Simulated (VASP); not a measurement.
# GaAs (P4/mmm) in VASP: further runs

Aim: see how the results for GaAs move with the level of theory and the settings. Levels: PBE-based screened hybrid with 25 % exact exchange, B3LYP, HSE06, PBE0. Tasks: single point.

Program: VASP 6.6.1. These are calculated values, not measurements. Logs are shortened: lines on timing, memory, paths and dates and some standing lists are left out, and cuts for length are marked.

## Step 1: The cell of the first run

Symmetry: P4/mmm, No. 123, tetragonal system. The conventional cell has a = 3.935 Å, b = 3.935 Å, c = 2.538 Å, α = 90.00°, β = 90.00°, γ = 90.00°. Ga (site symmetry 4/mmm) has 2 Ga at 2.54 Å and 4 As at 2.78 Å within 3.3 Å. As (site symmetry 4/mmm) has 2 As at 2.54 Å and 4 Ga at 2.78 Å within 3.3 Å.

## Step 2: Single point, PBE-based screened hybrid with 25 % exact exchange

Contents of POSCAR:

```
GaAs
1.0
    3.9345249492      0.0000000000      0.0000000000
    0.0000000000      3.9345249492      0.0000000000
    0.0000000000      0.0000000000      2.5383607614
Ga As
1 1
Direct
    0.5000000000      0.5000000000      0.5000000000
    0.0000000000      0.0000000000      0.5000000000
```

Contents of INCAR.step1:

```
SYSTEM = GaAs
PREC = Accurate
ENCUT = 520
EDIFF = 1E-5
ISMEAR = -1
SIGMA = 0.05
LREAL = .FALSE.
LASPH = .TRUE.
NELM = 80
ALGO = Normal
ISIF = 2
LWAVE = .TRUE.
LCHARG = .FALSE.
NBANDS = 16
GGA = PE
```

Contents of INCAR.step2:

```
SYSTEM = GaAs
PREC = Accurate
ENCUT = 520
EDIFF = 1E-6
ISMEAR = -1
SIGMA = 0.05
LREAL = .FALSE.
LASPH = .TRUE.
NELM = 80
ALGO = Normal
ISIF = 2
LWAVE = .FALSE.
LCHARG = .FALSE.
GGA = PE
LHFCALC = .TRUE.
AEXX = 0.25
HFSCREEN = 0.3
PRECFOCK = Normal
NBANDS = 16
ISTART = 1
```

Contents of KPOINTS:

```
regular mesh
0
G
  4 4 5
  0 0 0
```

Potentials or basis: VASP PAW PBE potentials, release 64 (Ga_d, As).

Launch:

```console
$ cat potpaw_PBE.64/Ga_d/POTCAR potpaw_PBE.64/As/POTCAR > POTCAR
$ cp INCAR.step1 INCAR
$ mpirun -np 1 vasp_std > vasp.out
$ cp INCAR.step2 INCAR
$ mpirun -np 1 vasp_std > vasp.out
```

OUTCAR:

```text
SYSTEM = GaAs
   PREC = Accurate
   ENCUT = 520
   EDIFF = 1E-6
   ISMEAR = -1
   LREAL = .FALSE.
   LASPH = .TRUE.
   NELM = 80
   ISIF = 2
   GGA = PE
   LHFCALC = .TRUE.
   AEXX = 0.25
   HFSCREEN = 0.3
   PRECFOCK = Normal
   ISTART = 1

 ion  position               nearest neighbor table
   1  0.500  0.500  0.500-   2 2.78   2 2.78   2 2.78   2 2.78
   2  0.000  0.000  0.500-   1 2.78   1 2.78   1 2.78   1 2.78

  LATTYP: Found a simple tetragonal cell.
 ALAT       =     3.9345249492
 C/A-ratio  =     0.6451505059

  Lattice vectors:

 A1 = (   3.9345249492,   0.0000000000,   0.0000000000)
 A2 = (   0.0000000000,   3.9345249492,   0.0000000000)
 A3 = (   0.0000000000,   0.0000000000,   2.5383607614)

Analysis of symmetry for initial positions (statically):
=====================================================================
 Subroutine PRICEL returns:
 Original cell was already a primitive cell.

 Routine SETGRP: Setting up the symmetry group for a
 simple tetragonal supercell.

 Subroutine GETGRP returns: Found 16 space group operations
 (whereof 16 operations were pure point group operations)
 out of a pool of 16 trial point group operations.

The static configuration has the point symmetry D_4h.

Analysis of symmetry for dynamics (positions and initial velocities):
=====================================================================
 Subroutine PRICEL returns:
 Original cell was already a primitive cell.

 Routine SETGRP: Setting up the symmetry group for a
 simple tetragonal supercell.

 Subroutine GETGRP returns: Found 16 space group operations
 (whereof 16 operations were pure point group operations)
 out of a pool of 16 trial point group operations.

The dynamic configuration has the point symmetry D_4h.

 Subroutine INISYM returns: Found 16 space group operations
 (whereof 16 operations are pure point group operations),
 and found     1 'primitive' translations

----------------------------------------------------------------------------------------

                                     Primitive cell

  volume of cell :      39.2951

  direct lattice vectors                    reciprocal lattice vectors
     3.934524949  0.000000000  0.000000000     0.254160289  0.000000000  0.000000000
     0.000000000  3.934524949  0.000000000     0.000000000  0.254160289  0.000000000
     0.000000000  0.000000000  2.538360761     0.000000000  0.000000000  0.393955034

  length of vectors
     3.934524949  3.934524949  2.538360761     0.254160289  0.254160289  0.393955034

[... 82 lines left out ...]
   TEBEG  =    0.0;   TEEND  =   0.0 temperature during run
   PSTRESS=    0.0 pullay stress
   NELECT =      18.0000    total number of electrons
   NUPDOWN=      -1.0000    fix difference up-down
   EMIN   =  10.00;   EMAX   =-10.00  energy-range for DOS
   EFERMI =   0.00;   METHOD = LEGACY
   ISMEAR =    -1;   SIGMA  =   0.05  broadening in eV -4-tet -1-fermi 0-gaus
   EFERMI_NEDOS =   21; number of points for ismear=-14 and -15
   IALGO  =     38    algorithm
   IMIX   =      1    mixing-type and parameters
     AMIX     =   0.40;   BMIX     =  1.00
     AMIX_MAG =   1.60;   BMIX_MAG =  1.00
  volume/ion in A,a.u.               =      19.65       132.59
  Fermi-wavevector in a.u.,A,eV,Ry     =   1.261982  2.384799 21.668604  1.592598
  Thomas-Fermi vector in A             =   2.395413
   LORBIT       =      0    0 simple, 1 ext, 2 COOP (PROOUT), +10 PAW based schemes
   GGA     = PE    functional components
   LHFCALC =     T    Hartree Fock is set to
   PRECFOCK=normal    Normal, Fast or Accurate (Low or Medium for compatibility)
   ENCUT4O =  -1.0   cutoff for four orbital integrals eV
   NKREDX  =     1    reduce k-point grid by
   NKREDY  =     1    reduce k-point grid by
   NKREDZ  =     1    reduce k-point grid by
   AEXX    =    0.2500 exact exchange contribution
   HFSCREEN=    0.3000 screening length (either q_TF or 0.3 A-1)
   HFSCREENC=   0.3000 screening length for correlation (either q_TF or 0.3 A-1)
   ENCUTFOCK=  -1.0 apply spherical cutoff to Coloumb kernel
   IVDW    =     0    specifies the selected vdW correction
   LEPSILON=     F    determine dielectric tensor
   LRPA    =     F    only Hartree local field effects (RPA)
 non-spin polarized calculation
  energy-cutoff  :      520.00
  volume of cell :       39.30
 maximum number of plane-waves:      1077
 NGX is ok and might be reduce to    30
  NGX = 24; NGY = 24; NGZ = 16

 number of electron      17.9999991 magnetization

 Free energy of the ion-electron system (eV)
  ---------------------------------------------------
  ext. energy  EPLUGINS =         0.00000000
  ---------------------------------------------------
  free energy    TOTEN  =        -8.51755675 eV

  energy without entropy =       -8.51025463  energy(sigma->0) =       -8.51390569

 E-fermi :   5.5377     XC(G=0):  -8.8980

 val. band max:        5.0673990760   @ k =   0.2500   0.2500   0.2000
 cond. band min:       5.6112937180   @ k =   0.2500   0.0000   0.4000
 fundamental gap:      0.5438946419
 Fermi energy:         5.5377194936

 k-point     1 :       0.0000    0.0000    0.0000
  band No.  band energies     occupation
      1     -12.5714      2.00000
      2     -12.2274      2.00000
      3     -12.2184      2.00000
      4     -12.0164      2.00000
      5     -12.0164      2.00000
      6      -9.8349      2.00000
[... 319 lines left out ...]
      3     -12.2431      2.00000
      4     -12.1444      2.00000
      5     -11.9462      2.00000
      6      -4.2857      2.00000
[... 8 lines left out ...]
     15      17.4510      0.00000
     16      22.5590      0.00000

------------------------ aborting loop because EDIFF is reached ----------------------------------------

  FORCE on cell =-STRESS in cart. coord.  units (eV):
  Direction    XX          YY          ZZ          XY          YZ          ZX
  --------------------------------------------------------------------------------------
  -------------------------------------------------------------------------------------
  Total       -0.0107686     -0.0107686     -0.0147134      0.0000000      0.0000000      0.0000000
  in kB       -0.4390671     -0.4390671     -0.5999098      0.0000000      0.0000000      0.0000000
  external PRESSURE =      -0.4926813 kB  Pullay stress =       0.0000000 kB

 VOLUME and BASIS-vectors are now :
 -----------------------------------------------------------------------------
  energy-cutoff  :      520.00
  volume of cell :       39.30
      direct lattice vectors                 reciprocal lattice vectors
     3.934524949  0.000000000  0.000000000     0.254160289  0.000000000  0.000000000
     0.000000000  3.934524949  0.000000000     0.000000000  0.254160289  0.000000000
     0.000000000  0.000000000  2.538360761     0.000000000  0.000000000  0.393955034

 POSITION                                       TOTAL-FORCE (eV/Angst)
 -----------------------------------------------------------------------------------
      1.96726      1.96726      1.26918         0.000000      0.000000      0.000000
      0.00000      0.00000      1.26918         0.000000      0.000000      0.000000
 -----------------------------------------------------------------------------------
    total drift:                               -0.000004     -0.000002      0.000026

  FREE ENERGIE OF THE ION-ELECTRON SYSTEM (eV)
  ---------------------------------------------------
  free  energy   TOTEN  =        -8.5175567473 eV

  energy  without entropy=       -8.5102546274  energy(sigma->0) =       -8.51390569
```

OUTCAR.step1:

```text
SYSTEM = GaAs
   PREC = Accurate
   ENCUT = 520
   EDIFF = 1E-5
   ISMEAR = -1
   LREAL = .FALSE.
[... 556 lines left out ...]
      1.96726      1.96726      1.26918         0.000000      0.000000      0.000000
      0.00000      0.00000      1.26918         0.000000      0.000000      0.000000
 -----------------------------------------------------------------------------------
    total drift:                                0.000000      0.000000     -0.000000

  FREE ENERGIE OF THE ION-ELECTRON SYSTEM (eV)
  ---------------------------------------------------
  free  energy   TOTEN  =        -7.4554941129 eV

  energy  without entropy=       -7.4475924553  energy(sigma->0) =       -7.45154328
```

Run time: 17 min. Hardware: 1 thread of AMD EPYC 7R43 (Zen 3), shared host; peak memory 0.23 GiB.

Results:

```yaml
Free_energy: -8.5176 eV
Pressure: 0.0 GPa
Band_gap_on_the_k_mesh: zero (bands 9 and 10 overlap by 4.12 eV)
```

Caveat: the k points lie up to 0.50 Å⁻¹ apart, too coarse for converged energies and pressures of a metal; the PAW data sets were made with another functional, which shifts forces and pressure a little.

## Step 3: Single point, B3LYP

This run uses another cell than the first one, of 19.88 Å³/atom.

Contents of POSCAR:

```
GaAs
1.0
    3.8101400000      0.0000000000      0.0000000000
    0.0000000000      3.8101400000      0.0000000000
    0.0000000000      0.0000000000      2.7389100000
Ga As
1 1
Direct
    0.5000000000      0.5000000000      0.5000000000
    0.0000000000      0.0000000000      0.5000000000
```

Contents of INCAR.step1:

```
PREC = Accurate
ENCUT = 520
EDIFF = 1E-5
ISMEAR = -1
SIGMA = 0.05
LREAL = F
LASPH = T
NELM = 60
ALGO = Normal
ISIF = 2
LWAVE = T
LCHARG = F
NBANDS = 16
GGA = PE
```

Contents of INCAR.step2:

```
PREC = Accurate
ENCUT = 520
EDIFF = 1E-7
ISMEAR = -1
SIGMA = 0.05
LREAL = F
LASPH = T
NELM = 60
ALGO = Normal
ISIF = 2
LWAVE = F
LCHARG = F
GGA = B3
LHFCALC = T
AEXX = 0.2
AGGAX = 0.72
AGGAC = 0.81
ALDAC = 0.19
PRECFOCK = Normal
NBANDS = 16
ISTART = 1
```

Contents of KPOINTS:

```
regular mesh
0
Gamma
  4 4 5
```

Potentials or basis: VASP PAW PBE potentials, release 64 (Ga_d, As).

Launch:

```console
$ cat potpaw_PBE.64/Ga_d/POTCAR potpaw_PBE.64/As/POTCAR > POTCAR
$ cp INCAR.step1 INCAR
$ mpirun -np 1 vasp_std > vasp.out
$ cp INCAR.step2 INCAR
$ mpirun -np 1 vasp_std > vasp.out
```

It took 15 min on 1 thread of AMD EPYC 7R43 (Zen 3), shared host; peak memory 0.13 GiB.

Results (log left out):

| Property | Result |
| --- | --- |
| Free energy | -7.6819 eV |
| Pressure | 4.2 GPa |
| Band gap on the k mesh | zero (bands 9 and 10 overlap by 5.56 eV) |

Stress tensor (GPa, compression positive):
```
 8.60  0.00  0.00
 0.00  8.60  0.00
 0.00  0.00 -4.76
```

Levels at points of the mesh, in eV from the Fermi level:
```
           k point  band 6  band 7  band 8  band 9  band 10  band 11  band 12  band 13
(0.00, 0.00, 0.00)  -15.37   -5.51   -3.73   -3.73     4.13     5.61     7.79     7.79
(0.50, 0.00, 0.00)  -14.19  -10.19   -1.87    1.55     1.73     2.02     6.46    11.48
(0.50, 0.50, 0.00)  -13.18   -7.79   -6.76   -6.76     6.80    10.19    10.19    12.60
```

Caveat: the k points lie up to 0.46 Å⁻¹ apart, too coarse for converged energies and pressures of a metal; the PAW data sets were made with another functional, which shifts forces and pressure a little.

## Step 4: Single point, HSE06

This run uses another cell than the first one, of 19.88 Å³/atom.

POSCAR is that of step 3.

Contents of INCAR.step1:

```
SYSTEM = GaAs
ALGO     = Normal         ! electronic algorithm
EDIFF    = 1E-5           ! SCF threshold, eV
ENCUT    = 520            ! plane-wave cutoff, eV
GGA      = PE             ! functional
ISIF     = 2              ! what is computed and relaxed
ISMEAR   = -1             ! smearing method
LASPH    = .TRUE.         ! aspherical terms in the spheres
LREAL    = .FALSE.        ! projectors in reciprocal space
LWAVE    = .TRUE.         ! write WAVECAR
NBANDS   = 16             ! bands
NELM     = 100            ! most SCF steps
PREC     = Accurate       ! precision mode
SIGMA    = 0.05           ! smearing width, eV
```

Contents of INCAR.step2:

```
SYSTEM = GaAs
ALGO     = Normal         ! electronic algorithm
EDIFF    = 1E-6           ! SCF threshold, eV
ENCUT    = 520            ! plane-wave cutoff, eV
GGA      = PE             ! functional
HFSCREEN = 0.2079         ! screening, 1/A
ISIF     = 2              ! what is computed and relaxed
ISMEAR   = -1             ! smearing method
ISTART   = 1            
LASPH    = .TRUE.         ! aspherical terms in the spheres
LCHARG   = .TRUE.         ! write CHGCAR
LELF     = .TRUE.         ! ELF
LHFCALC  = .TRUE.         ! exact exchange
LREAL    = .FALSE.        ! projectors in reciprocal space
LVHAR    = .TRUE.       
LWAVE    = .FALSE.        ! write WAVECAR
NBANDS   = 16             ! bands
NELM     = 100            ! most SCF steps
PREC     = Accurate       ! precision mode
PRECFOCK = Normal       
SIGMA    = 0.05           ! smearing width, eV
```

Contents of KPOINTS:

```
k-points
0
G
  4 4 5
  0 0 0
```

Potentials or basis: VASP PAW PBE potentials, release 64 (Ga_d, As).

Launch:

```console
$ cat potpaw_PBE.64/Ga_d/POTCAR potpaw_PBE.64/As/POTCAR > POTCAR
$ cp INCAR.step1 INCAR
$ mpirun -np 1 vasp_std > vasp.out
$ cp INCAR.step2 INCAR
$ mpirun -np 1 vasp_std > vasp.out
```

OUTCAR:

```text
SYSTEM = GaAs
   EDIFF = 1E-6
   ENCUT = 520
   GGA = PE
   HFSCREEN = 0.2079
   ISIF = 2
   ISMEAR = -1
   ISTART = 1
   LASPH = .TRUE.
   LHFCALC = .TRUE.
   LREAL = .FALSE.
   NELM = 100
   PREC = Accurate
   PRECFOCK = Normal

 ion  position               nearest neighbor table
   1  0.500  0.500  0.500-   2 2.69   2 2.69   2 2.69   2 2.69
   2  0.000  0.000  0.500-   1 2.69   1 2.69   1 2.69   1 2.69

  LATTYP: Found a simple tetragonal cell.
 ALAT       =     3.8101400000
 C/A-ratio  =     0.7188476014

  Lattice vectors:

 A1 = (   3.8101400000,   0.0000000000,   0.0000000000)
 A2 = (   0.0000000000,   3.8101400000,   0.0000000000)
 A3 = (   0.0000000000,   0.0000000000,   2.7389100000)

Analysis of symmetry for initial positions (statically):
=====================================================================
 Subroutine PRICEL returns:
 Original cell was already a primitive cell.

 Routine SETGRP: Setting up the symmetry group for a
 simple tetragonal supercell.

[... 162 lines left out ...]
  free energy    TOTEN  =        -8.58474544 eV

  energy without entropy =       -8.57757720  energy(sigma->0) =       -8.58116132

 E-fermi :   5.4788     XC(G=0):  -8.7140

 val. band max:        5.1079408963   @ k =   0.2500   0.0000   0.4000
 cond. band min:       5.5500458270   @ k =   0.2500   0.2500   0.2000
 fundamental gap:      0.4421049307
 Fermi energy:         5.4788201136

 k-point     1 :       0.0000    0.0000    0.0000
  band No.  band energies     occupation
      1     -12.6735      2.00000
      2     -12.4284      2.00000
      3     -12.4195      2.00000
      4     -12.3119      2.00000
      5     -12.3119      2.00000
      6      -9.8355      2.00000
[... 319 lines left out ...]
      3     -12.4755      2.00000
      4     -12.3486      2.00000
      5     -12.2782      2.00000
      6      -4.6837      2.00000
[... 8 lines left out ...]
     15      18.3907      0.00000
     16      23.4485      0.00000

------------------------ aborting loop because EDIFF is reached ----------------------------------------

  FORCE on cell =-STRESS in cart. coord.  units (eV):
  Direction    XX          YY          ZZ          XY          YZ          ZX
  --------------------------------------------------------------------------------------
  -------------------------------------------------------------------------------------
  Total        1.3281683      1.3281683     -3.1649758      0.0000000      0.0000000      0.0000000
  in kB       53.5185143     53.5185143   -127.5326375      0.0000000      0.0000000      0.0000000
  external PRESSURE =      -6.8318697 kB  Pullay stress =       0.0000000 kB

 VOLUME and BASIS-vectors are now :
 -----------------------------------------------------------------------------
  energy-cutoff  :      520.00
  volume of cell :       39.76
      direct lattice vectors                 reciprocal lattice vectors
     3.810140000  0.000000000  0.000000000     0.262457547  0.000000000  0.000000000
     0.000000000  3.810140000  0.000000000     0.000000000  0.262457547  0.000000000
     0.000000000  0.000000000  2.738910000     0.000000000  0.000000000  0.365108748

 POSITION                                       TOTAL-FORCE (eV/Angst)
 -----------------------------------------------------------------------------------
      1.90507      1.90507      1.36946         0.000000      0.000000      0.000000
      0.00000      0.00000      1.36946         0.000000      0.000000      0.000000
 -----------------------------------------------------------------------------------
    total drift:                               -0.000000      0.000000      0.000001

  FREE ENERGIE OF THE ION-ELECTRON SYSTEM (eV)
  ---------------------------------------------------
  free  energy   TOTEN  =        -8.5847454381 eV

  energy  without entropy=       -8.5775771992  energy(sigma->0) =       -8.58116132
```

OUTCAR.step1:

```text
SYSTEM = GaAs
   EDIFF = 1E-5
   ENCUT = 520
   GGA = PE
   ISIF = 2
   ISMEAR = -1
   LASPH = .TRUE.
[... 554 lines left out ...]
      1.90507      1.90507      1.36946         0.000000      0.000000      0.000000
      0.00000      0.00000      1.36946         0.000000      0.000000      0.000000
 -----------------------------------------------------------------------------------
    total drift:                                0.000000      0.000000      0.000000

  FREE ENERGIE OF THE ION-ELECTRON SYSTEM (eV)
  ---------------------------------------------------
  free  energy   TOTEN  =        -7.2748812474 eV

  energy  without entropy=       -7.2652193456  energy(sigma->0) =       -7.27005030
```

OSZICAR.step1:

```text
N       E                     dE             d eps       ncg     rms          rms(c)
DAV:   1     0.801400275524E+02    0.80140E+02   -0.87449E+03   584   0.166E+03
DAV:   2    -0.110513800613E+01   -0.81245E+02   -0.77707E+02   632   0.314E+02
DAV:   3    -0.724497851197E+01   -0.61398E+01   -0.61071E+01   720   0.637E+01
DAV:   4    -0.732188919154E+01   -0.76911E-01   -0.76903E-01   656   0.779E+00
DAV:   5    -0.732286679282E+01   -0.97760E-03   -0.97759E-03   752   0.845E-01    0.229E+00
DAV:   6    -0.728219609872E+01    0.40671E-01   -0.57542E-02   736   0.434E+00    0.131E+00
DAV:   7    -0.727453379412E+01    0.76623E-02   -0.25624E-02   752   0.143E+00    0.283E-01
DAV:   8    -0.727478802697E+01   -0.25423E-03   -0.28630E-03   784   0.662E-01    0.627E-02
DAV:   9    -0.727487501456E+01   -0.86988E-04   -0.22275E-04   728   0.141E-01    0.246E-02
DAV:  10    -0.727488124740E+01   -0.62328E-05   -0.26517E-05   712   0.453E-02
   1 F= -.72748812E+01 E0= -.72700503E+01  d E =-.966190E-02
```

Wall time 20 min (1 thread of AMD EPYC 7R43 (Zen 3), shared host); peak memory 0.23 GiB.

Results:

* Free energy: -8.5847 eV
* Pressure: -0.7 GPa
* Band gap on the k mesh: zero (bands 9 and 10 overlap by 5.18 eV)

Caveat: the k points lie up to 0.46 Å⁻¹ apart, too coarse for converged energies and pressures of a metal; the PAW data sets were made with another functional, which shifts forces and pressure a little.

(Continued in part 2 of 2.)
